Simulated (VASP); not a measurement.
# Ca (P6_3/mmc) in VASP: a series of runs

Runs on Ca. Level: PBE. Tasks: single point.

All numbers are computed with VASP 6.6.1; they aren't measurements. Logs are shortened: lines on timing, memory, paths and dates and some standing lists are left out, and cuts for length are marked.

### 1 The cell of the first run

The structure is hexagonal, space group P6_3/mmc (No. 194). Conventional cell: a = 3.853 Å, b = 3.853 Å, c = 12.637 Å, α = 90.00°, β = 90.00°, γ = 120.00°. Ca (site symmetry -3m) has 12 Ca at 3.85 to 3.86 Å within 5.1 Å. Within 5.1 Å of Ca (site symmetry -6m2) lie 12 Ca at 3.85 to 3.86 Å.

This isn't the form of Ca at room conditions, which is fcc.

### 2 Single point, PBE (40.61 Å³/atom)

INCAR reads:

```
  ALGO = Normal
  EDIFF = 1E-6
  ENCUT = 520
  GGA = PE
  ISIF = 2
  ISMEAR = -1
  LASPH = T
  LCHARG = F
  LREAL = F
  LWAVE = F
  NBANDS = 28
  NELM = 80
  PREC = Accurate
  SIGMA = 0.1
```

KPOINTS reads:

```
k-points
0
Gamma
  11 11 3
```

POSCAR reads:

```
Ca
1.0
    3.8527339369      0.0000000000      0.0000000000
   -1.9263669685      3.3365654634      0.0000000000
    0.0000000000      0.0000000000     12.6369553762
Ca
4
Direct
    0.0000000000      0.0000000000      0.0000000000
    0.0000000000      0.0000000000      0.5000000000
    0.3333333333      0.6666666667      0.2500000000
    0.6666666667      0.3333333333      0.7500000000
```

Potentials or basis: VASP PAW PBE potentials, release 64 (Ca_sv).

Run with:

```sh
cat potpaw_PBE.64/Ca_sv/POTCAR > POTCAR
mpirun -np 1 vasp_std > vasp.out
```

OUTCAR:

```text
EDIFF = 1E-6
   ENCUT = 520
   GGA = PE
   ISIF = 2
   ISMEAR = -1
   LASPH = T
   LREAL = F
   NELM = 80
   PREC = Accurate

 ion  position               nearest neighbor table
   1  0.000  0.000  0.000-
   2  0.000  0.000  0.500-
   3  0.333  0.667  0.250-
   4  0.667  0.333  0.750-

  LATTYP: Found a hexagonal cell.
 ALAT       =     3.8527339369
 C/A-ratio  =     3.2799969017

  Lattice vectors:

 A1 = (   3.8527339369,   0.0000000000,   0.0000000000)
 A2 = (  -1.9263669685,   3.3365654634,   0.0000000000)
 A3 = (   0.0000000000,   0.0000000000,  12.6369553762)

Analysis of symmetry for initial positions (statically):
=====================================================================
 Subroutine PRICEL returns:
 Original cell was already a primitive cell.

 Routine SETGRP: Setting up the symmetry group for a
 hexagonal supercell.

 Subroutine GETGRP returns: Found 24 space group operations
 (whereof 12 operations were pure point group operations)
 out of a pool of 24 trial point group operations.

The static configuration has the point symmetry D_3d.
 The point group associated with its full space group is D_6h.

Analysis of symmetry for dynamics (positions and initial velocities):
=====================================================================
 Subroutine PRICEL returns:
 Original cell was already a primitive cell.

 Routine SETGRP: Setting up the symmetry group for a
 hexagonal supercell.

 Subroutine GETGRP returns: Found 24 space group operations
 (whereof 12 operations were pure point group operations)
 out of a pool of 24 trial point group operations.

The dynamic configuration has the point symmetry D_3d.
 The point group associated with its full space group is D_6h.

 Subroutine INISYM returns: Found 24 space group operations
 (whereof 12 operations are pure point group operations),
 and found     1 'primitive' translations

----------------------------------------------------------------------------------------

                                     Primitive cell

  volume of cell :     162.4468

  direct lattice vectors                    reciprocal lattice vectors
     3.852733937  0.000000000  0.000000000     0.259555946  0.149854695  0.000000000
    -1.926366968  3.336565463  0.000000000     0.000000000  0.299709390  0.000000000
     0.000000000  0.000000000 12.636955376     0.000000000  0.000000000  0.079132985

  length of vectors
     3.852733937  3.852733937 12.636955376     0.299709390  0.299709390  0.079132985

  position of ions in fractional coordinates (direct lattice)
     0.000000000  0.000000000  0.000000000
     0.000000000  0.000000000  0.500000000
     0.333333333  0.666666667  0.250000000
     0.666666667  0.333333333  0.750000000

  ion indices of the primitive-cell ions
   primitive index   ion index
                 1           1
                 2           2
                 3           3
                 4           4

----------------------------------------------------------------------------------------

 KPOINTS: k-points

Automatic generation of k-mesh.
 Grid dimensions read from file:
 generate k-points for:   11   11    3

 Generating k-lattice:

  Cartesian coordinates                     Fractional coordinates (reciprocal lattice)
     0.023595995  0.013623154  0.000000000     0.090909091  0.000000000  0.000000000
     0.000000000  0.027246308  0.000000000     0.000000000  0.090909091  0.000000000
     0.000000000  0.000000000  0.026377662     0.000000000  0.000000000  0.333333333

  Length of vectors
     0.027246308  0.027246308  0.026377662

  Shift w.r.t. Gamma in fractional coordinates (k-lattice)
     0.000000000  0.000000000  0.000000000

 Subroutine IBZKPT returns following result:
 ===========================================

 Found     32 irreducible k-points:

 Following reciprocal coordinates:
            Coordinates               Weight
  0.000000  0.000000  0.000000      1.000000
  0.090909  0.000000  0.000000      6.000000
  0.181818  0.000000  0.000000      6.000000
  0.272727  0.000000  0.000000      6.000000
  0.363636  0.000000  0.000000      6.000000
  0.454545  0.000000  0.000000      6.000000
[... 16 lines left out ...]
  0.090909  0.090909  0.333333     12.000000
  0.181818  0.090909  0.333333     24.000000
 [... further k-points ...]
   k-points           NKPTS =     32   k-points in BZ     NKDIM =     32   number of bands    NBANDS=     28
   number of dos      NEDOS =    301   number of ions     NIONS =      4
   total plane-waves  NPLWV =  86400
   dimension x,y,z NGX =    30 NGY =   30 NGZ =   96
   dimension x,y,z NGXF=    60 NGYF=   60 NGZF=  192
   ions per type =               4
   NGX,Y,Z   is equivalent  to a cutoff of  12.95, 12.95, 12.63 a.u.
   NGXF,Y,Z  is equivalent  to a cutoff of  25.89, 25.89, 25.26 a.u.
 SYSTEM =  unknown system
   PREC   = accura    normal or accurate (medium, high low for compatibility)
   ISTART =      0    job   : 0-new  1-cont  2-samecut
   ICHARG =      2    charge: 1-file 2-atom 10-const
   ISPIN  =      1    spin polarized calculation?
   LNONCOLLINEAR =      F non collinear calculations
   LSORBIT =      F    spin-orbit coupling
   LASPH  =      T    aspherical Exc in radial PAW
   ENCUT  =  520.0 eV  38.22 Ry    6.18 a.u.   7.16  7.16 23.50*2*pi/ulx,y,z
   NELM   =     80;   NELMIN=  2; NELMDL= -5     # of ELM steps
   EDIFF  = 0.1E-05   stopping-criterion for ELM
   LREAL  =      F    real-space projection
   EDIFFG = 0.1E-04   stopping-criterion for IOM
   NSW    =      0    number of steps for IOM
   IBRION =     -1    ionic relax: 0-MD 1-quasi-New 2-CG
   NFREE  =      0    steps in history (QN), initial steepest desc. (CG)
   ISIF   =      2    stress and relaxation
   ISYM   =      2    0-nonsym 1-usesym 2-fastsym
   POTIM  = 0.5000    time-step for ionic-motion
   TEBEG  =    0.0;   TEEND  =   0.0 temperature during run
   PSTRESS=    0.0 pullay stress
   NELECT =      40.0000    total number of electrons
   NUPDOWN=      -1.0000    fix difference up-down
   EMIN   =  10.00;   EMAX   =-10.00  energy-range for DOS
   EFERMI =   0.00;   METHOD = LEGACY
   ISMEAR =    -1;   SIGMA  =   0.10  broadening in eV -4-tet -1-fermi 0-gaus
   EFERMI_NEDOS =   21; number of points for ismear=-14 and -15
   IALGO  =     38    algorithm
   IMIX   =      4    mixing-type and parameters
     AMIX     =   0.40;   BMIX     =  1.00
     AMIX_MAG =   1.60;   BMIX_MAG =  1.00
  volume/ion in A,a.u.               =      40.61       274.06
  Fermi-wavevector in a.u.,A,eV,Ry     =   1.026103  1.939054 14.325413  1.052888
  Thomas-Fermi vector in A             =   2.159979
   LORBIT       =      0    0 simple, 1 ext, 2 COOP (PROOUT), +10 PAW based schemes
   GGA     = PE    functional components
[... 5 lines left out ...]
 non-spin polarized calculation
  energy-cutoff  :      520.00
  volume of cell :      162.45
 maximum number of plane-waves:      4400
 NGX is ok and might be reduce to    30
   NGX = 15   NGY = 15   NGZ = 47

 number of electron      40.0000002 magnetization

 Free energy of the ion-electron system (eV)
  ---------------------------------------------------
  ext. energy  EPLUGINS =         0.00000000
  ---------------------------------------------------
  free energy    TOTEN  =        -7.77544382 eV

  energy without entropy =       -7.60984768  energy(sigma->0) =       -7.69264575

 E-fermi :   2.1324     XC(G=0):  -7.8539

 val. band max:        2.1067460812   @ k =   0.3636   0.2727   0.0000
 cond. band min:       2.1517810248   @ k =   0.4545   0.0909   0.0000
 fundamental gap:      0.0450349435
 Fermi energy:         2.1323615730

 k-point     1 :       0.0000    0.0000    0.0000
  band No.  band energies     occupation
      1     -39.7985      2.00000
      2     -39.7929      2.00000
      3     -39.7872      2.00000
      4     -39.7815      2.00000
      5     -20.8647      2.00000
      6     -20.7884      2.00000
[... 20 lines left out ...]
     27       4.4745      0.00000
     28       4.4859      0.00000

 k-point     2 :       0.0909    0.0000    0.0000
  band No.  band energies     occupation
      1     -39.7974      2.00000
      2     -39.7920      2.00000
      3     -39.7863      2.00000
      4     -39.7809      2.00000
      5     -20.8605      2.00000
      6     -20.7896      2.00000
[... 20 lines left out ...]
     27       4.5051      0.00000
     28       4.5422      0.00000

 k-point     3 :       0.1818    0.0000    0.0000
  band No.  band energies     occupation
      1     -39.7942      2.00000
      2     -39.7896      2.00000
      3     -39.7839      2.00000
      4     -39.7793      2.00000
      5     -20.8487      2.00000
      6     -20.7974      2.00000
[... 20 lines left out ...]
     27       4.5074      0.00000
     28       4.7165      0.00000

 k-point     4 :       0.2727    0.0000    0.0000
  band No.  band energies     occupation
      1     -39.7900      2.00000
      2     -39.7866      2.00000
      3     -39.7809      2.00000
      4     -39.7774      2.00000
      5     -20.8341      2.00000
      6     -20.8198      2.00000
[... 578 lines left out ...]
     27       3.9203      0.00000
     28       4.1705      0.00000

 k-point    23 :       0.0909    0.0909    0.3333
  band No.  band energies     occupation
      1     -39.7943      2.00000
      2     -39.7921      2.00000
      3     -39.7830      2.00000
      4     -39.7807      2.00000
      5     -20.8444      2.00000
      6     -20.8224      2.00000
[... 20 lines left out ...]
     27       4.4862      0.00000
     28       4.5742      0.00000

 k-point    24 :       0.1818    0.0909    0.3333
  band No.  band energies     occupation
      1     -39.7908      2.00000
      2     -39.7890      2.00000
      3     -39.7806      2.00000
      4     -39.7788      2.00000
      5     -20.8344      2.00000
      6     -20.8236      2.00000
[... 20 lines left out ...]
     27       4.3396      0.00000
     28       4.4406      0.00000

 [... further k-points ...]

------------------------ aborting loop because EDIFF is reached ----------------------------------------

  FORCE on cell =-STRESS in cart. coord.  units (eV):
  Direction    XX          YY          ZZ          XY          YZ          ZX
  --------------------------------------------------------------------------------------
  -------------------------------------------------------------------------------------
  Total        0.7802179      0.7802179      0.8205704     -0.0000000     -0.0000000      0.0000000
  in kB        7.6951198      7.6951198      8.0931075     -0.0000000     -0.0000000      0.0000000
  external PRESSURE =       7.8277824 kB  Pullay stress =       0.0000000 kB

 VOLUME and BASIS-vectors are now :
 -----------------------------------------------------------------------------
  energy-cutoff  :      520.00
  volume of cell :      162.45
      direct lattice vectors                 reciprocal lattice vectors
     3.852733937  0.000000000  0.000000000     0.259555946  0.149854695  0.000000000
    -1.926366968  3.336565463  0.000000000     0.000000000  0.299709390  0.000000000
     0.000000000  0.000000000 12.636955376     0.000000000  0.000000000  0.079132985

 POSITION                                       TOTAL-FORCE (eV/Angst)
 -----------------------------------------------------------------------------------
      0.00000      0.00000      0.00000         0.000000      0.000000      0.000000
      0.00000      0.00000      6.31848         0.000000      0.000000      0.000000
     -0.00000      2.22438      3.15924        -0.000000     -0.000000     -0.000000
      1.92637      1.11219      9.47772        -0.000000      0.000000      0.000000
 -----------------------------------------------------------------------------------
    total drift:                               -0.000000      0.000000      0.000000

  FREE ENERGIE OF THE ION-ELECTRON SYSTEM (eV)
  ---------------------------------------------------
  free  energy   TOTEN  =        -7.7754438201 eV

  energy  without entropy=       -7.6098476798  energy(sigma->0) =       -7.69264575
```

It took 2.8 min on 1 thread of Oxide Virtual Turin-like, shared host; peak memory 0.29 GiB.

Results:

| Quantity | Value |
| --- | --- |
| Free energy | -7.7754 eV |
| Pressure | 0.8 GPa |
| Band gap on the k mesh | zero (bands 20 and 21 overlap by 0.34 eV) |

### 3 Single point, PBE (42.30 Å³/atom)

This run uses another cell than the first one, of 42.30 Å³/atom.

INCAR reads:

```
SYSTEM = Ca
ALGO = Normal
EDIFF = 1E-7
ENCUT = 520
GGA = PE
ISIF = 2
ISMEAR = -1
LASPH = .True.
LCHARG = .False.
LREAL = .False.
LWAVE = .False.
NBANDS = 28
NELM = 60
PREC = Accurate
SIGMA = 0.1
```

KPOINTS reads:

```
k-points
0
Gamma
  11 11 3
  0 0 0
```

POSCAR reads:

```
Ca
1.0
    3.9055176732      0.0000000000      0.0000000000
   -1.9527588366      3.3822775200      0.0000000000
    0.0000000000      0.0000000000     12.8100858679
Ca
4
Direct
    0.0000000000      0.0000000000      0.0000000000
    0.0000000000      0.0000000000      0.5000000000
    0.3333333333      0.6666666667      0.2500000000
    0.6666666667      0.3333333333      0.7500000000
```

Potentials or basis: VASP PAW PBE potentials, release 64 (Ca_sv).

Run with:

```sh
cat potpaw_PBE.64/Ca_sv/POTCAR > POTCAR
mpirun -np 1 vasp_std > vasp.out
```

It took 3.6 min on 1 thread of Oxide Virtual Turin-like, shared host; peak memory 0.3 GiB.

Results (log left out):

* Free energy: -7.7933 eV
* Pressure: 0.0 GPa
* Band gap on the k mesh: zero (bands 20 and 21 overlap by 0.38 eV)

Levels at points of the mesh, in eV from the Fermi level:
```tsv
k point	band 18	band 19	band 20	band 21	band 22	band 23
(0.00, 0.00, 0.00)	-3.03	-3.02	-1.02	-0.20	1.39	1.41
```

[end of part 1 of 2]

The gap in the log of VASP goes by the Fermi energy; the results here count the filled bands.